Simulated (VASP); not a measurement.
A run of VASP 6.6.1:

Contents of POSCAR:

```
Ni3Ge
1.0
    3.5326168935      0.0000000000      0.0000000000
    0.0000000000      3.5326168935      0.0000000000
    0.0000000000      0.0000000000      3.5326168935
Ni Ge
3 1
Direct
    0.5000000000      0.0000000000      0.5000000000
    0.0000000000      0.5000000000      0.5000000000
    0.5000000000      0.5000000000      0.0000000000
    0.0000000000      0.0000000000      0.0000000000
```

Contents of INCAR.step1:

```
PREC = Accurate
ENCUT = 520
ISMEAR = 0
SIGMA = 0.1
LREAL = False
LASPH = True
NELM = 80
NBANDS = 30
GGA = PE
ALGO = Normal
EDIFF = 1E-4
LWAVE = True
LCHARG = False
```

File INCAR.step2:

```
PREC = Accurate
ENCUT = 520
EDIFF = 1E-6
ISMEAR = 0
SIGMA = 0.1
LREAL = False
LASPH = True
NELM = 80
ALGO = Normal
ISIF = 2
LWAVE = False
LCHARG = True
METAGGA = R2SCAN
LMIXTAU = True
LELF = True
LVHAR = True
NBANDS = 30
ISTART = 1
```

The input KPOINTS:

```
regular mesh
0
Gamma
  12 12 12
```

Potentials or basis: VASP PAW PBE potentials, release 64 (Ni, Ge_d).

Command:

```sh
$ cat potpaw_PBE.64/Ni/POTCAR potpaw_PBE.64/Ge_d/POTCAR > POTCAR
$ cp INCAR.step1 INCAR
$ mpirun -np 1 vasp_std > vasp.out
$ cp INCAR.step2 INCAR
$ mpirun -np 1 vasp_std > vasp.out
```

Hardware: 1 thread of Intel(R) Xeon(R) 6975P-C (Granite Rapids), on a shared host.

**Question.** How long does it take, and how much memory?

**Answer.** It took 2.5 min on 1 thread of Intel(R) Xeon(R) 6975P-C (Granite Rapids) (shared host), peak memory 0.24 GiB. Counts: k points 84.
